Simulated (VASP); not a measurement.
A run of VASP 6.6.1 is set up as follows.

The input INCAR:

```
SYSTEM = La2O3
ALGO = Normal ; EDIFF = 1E-6
ENCUT = 520 ; GGA = PS
ISIF = 2 ; ISMEAR = 0
LASPH = .True. ; LCHARG = .False.
LREAL = .False. ; LWAVE = .False.
NBANDS = 28 ; NELM = 80
PREC = Accurate ; SIGMA = 0.01
```

KPOINTS

```
k-points
0
Gamma
  6 6 4
  0 0 0
```

Contents of POSCAR:

```
La2O3
1.0
    3.9307778800      0.0000000000      0.0000000000
   -1.9653889400      3.4041535000      0.0000000000
    0.0000000000      0.0000000000      6.1119535200
La O
2 3
Direct
    0.6666666698      0.3333333294      0.7537643202
    0.3333333302      0.6666666706      0.2462356798
    0.6666666698      0.3333333294      0.3541093503
    0.3333333302      0.6666666706      0.6458906497
    0.0000000000      0.0000000000      0.0000000000
```

Potentials or basis: VASP PAW PBE potentials, release 64 (La, O).

The run is started by

```bash
$ cat potpaw_PBE.64/La/POTCAR potpaw_PBE.64/O/POTCAR > POTCAR
$ mpirun -np 1 vasp_std > vasp.out
```

(1) What does it give for the largest force?

(2) Predict the band gap on the k mesh.

Results:

(1) 0.101 eV/Å.

(2) 3.78 eV (least direct gap 3.88 eV).

Caveat: the cell stands under tension; the PAW data sets were made with another functional, which shifts forces and pressure a little; spin-orbit coupling is left out, which moves the levels of the heavy elements.
